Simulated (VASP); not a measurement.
Set up this calculation in VASP 6.6.1, as the native input.

| Item | Value |
| --- | --- |
| Task | relaxation of cell and atoms |
| Functional | PBE |
| Potentials or basis | VASP PAW PBE potentials, release 64 (Ca_sv, Hf_pv, O) |
| Cutoff | 600 eV |
| k mesh | 14 × 14 × 12 |
| Occupations | gaussian, width 0.1 eV |
| Spin | no spin polarisation |
| Dipole correction | no |
| Further INCAR settings | ALGO = Fast; EDIFF = 1e-07; IBRION = 2; EDIFFG = -0.01; NSW = 100; ISIF = 3 |

The structure of CaHfO lies in POSCAR:

```
CaHfO
1.0
    3.5747411097      0.0000000000      0.0000000000
    0.0000000000      3.5747411097      0.0000000000
    0.0000000000      0.0000000000      4.2534691060
Ca Hf O
1 1 1
Direct
    0.0000000000      0.0000000000      0.0000000000
    0.5000000000      0.5000000000      0.5000000000
    0.5000000000      0.5000000000      0.0000000000
```

The cell was generated, and may not be a known phase.

These files were run (other wordings do the same):

INCAR

```
SYSTEM = CaHfO
PREC = Accurate ; ENCUT = 600
EDIFF = 1E-7 ; ISMEAR = 0
SIGMA = 0.1 ; LREAL = .False.
LASPH = .True. ; NELM = 80
ALGO = Fast ; ISIF = 3
LWAVE = .False. ; LCHARG = .False.
GGA = PE ; IBRION = 2
NSW = 100 ; EDIFFG = -0.01
```

KPOINTS

```
regular mesh
0
Gamma
  14 14 12
  0 0 0
```

Potentials or basis: VASP PAW PBE potentials, release 64 (Ca_sv, Hf_pv, O).

Run with:

```sh
$ cat potpaw_PBE.64/Ca_sv/POTCAR potpaw_PBE.64/Hf_pv/POTCAR potpaw_PBE.64/O/POTCAR > POTCAR
$ mpirun -np 1 vasp_std > vasp.out
```

It gave:

```
Relaxed volume                        : 18.04 Å³/atom
Relaxed cell                          : a = 3.575 Å, b = 3.575 Å, c = 4.235 Å, α = 90.00°, β = 90.00°, γ = 90.00°
Space group after relaxing (to 0.1 Å) : P4/mmm (No. 123)
Energy gained by relaxing             : 0.4 meV/atom
Ionic steps                           : 4
Pressure after relaxing               : 0.0 GPa
Band gap on the k mesh                : zero (bands 13 and 14 overlap by 1.23 eV)
```

Caveat: spin-orbit coupling is left out, which moves the levels of the heavy elements.

It took 36 min on 1 thread of Oxide Virtual Turin-like Processor, on a shared host, peak memory 0.44 GiB.
